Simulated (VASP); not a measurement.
## Ca: single point with RPBE

Ca:

```
Ca
1.0
    -2.24000    2.24000    2.24000
     2.24000   -2.24000    2.24000
     2.24000    2.24000   -2.24000
Ca
1
Direct
  0.00000 0.00000 0.00000
```

This isn't the form of Ca at room conditions, which is fcc.

```json
{"Program": "VASP 6.6.1", "Task": "single point", "Functional": "RPBE", "Potentials or basis": "VASP PAW PBE potentials, release 64 (Ca_sv)", "Cutoff": "400 eV", "k mesh": "10 × 10 × 10", "Occupations": "methfessel-paxton, width 0.1 eV", "Spin": "no spin polarisation", "Tolerance level": "tight", "Purpose": "restart", "Start": "from scratch", "Further INCAR settings": "ALGO = Normal; EDIFF = 1e-06"}
```

```yaml
Pressure: -0.1 GPa
Band_gap_on_the_k_mesh: zero (bands 5 and 6 overlap by 0.30 eV)
```

Levels at points of the mesh, in eV from the Fermi level:
```
           k point  band 2  band 3  band 4  band 5  band 6  band 7  band 8  band 9
(0.00, 0.00, 0.00)  -23.22  -23.22  -23.22   -3.96    2.24    2.24    2.24    3.22
(0.50, 0.00, 0.00)  -23.33  -23.26  -23.22   -0.86   -0.11    1.34    3.12    3.47
(0.50, 0.50, 0.50)  -23.30  -23.30  -23.30    0.11    0.11    3.68    3.68    3.68
```

Run time: 21 s on 1 thread of Intel(R) Xeon(R) Platinum 8375C CPU @ 2.90GHz (Ice Lake), on a shared host, peak memory 0.15 GiB.

Caveat: the PAW data sets were made with another functional, which shifts forces and pressure a little.
